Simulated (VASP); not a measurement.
Here is a VASP 6.6.1 calculation.

File INCAR:

```
SYSTEM = LiH
ALGO = Normal
EDIFF = 1E-7
ENCUT = 520
GGA = PE
ISIF = 2
ISMEAR = 0
IVDW = 13
LASPH = .True.
LCHARG = .False.
LREAL = .False.
LWAVE = .False.
NBANDS = 9
NELM = 60
PREC = Accurate
SIGMA = 0.01
```

File KPOINTS:

```
k-points
0
Gamma
  8 8 8
  0 0 0
```

The input POSCAR:

```
LiH
1.0
    0.0000000000      1.9808080764      1.9808080764
    1.9808080764      0.0000000000      1.9808080764
    1.9808080764      1.9808080764      0.0000000000
Li H
1 1
Direct
    0.0000000000      0.0000000000      0.0000000000
    0.5000000000      0.5000000000      0.5000000000
```

Potentials or basis: VASP PAW PBE potentials, release 64 (Li_sv, H).

Command:

```sh
$ cat potpaw_PBE.64/Li_sv/POTCAR potpaw_PBE.64/H/POTCAR > POTCAR
$ mpirun -np 1 vasp_std > vasp.out
```

Problem. Predict the dispersion energy per atom.

Solution. -0.074 eV.

Problem. Estimate the band gap on the k mesh.

Solution. 2.95 eV, direct.

 A k mesh can miss the band edges.
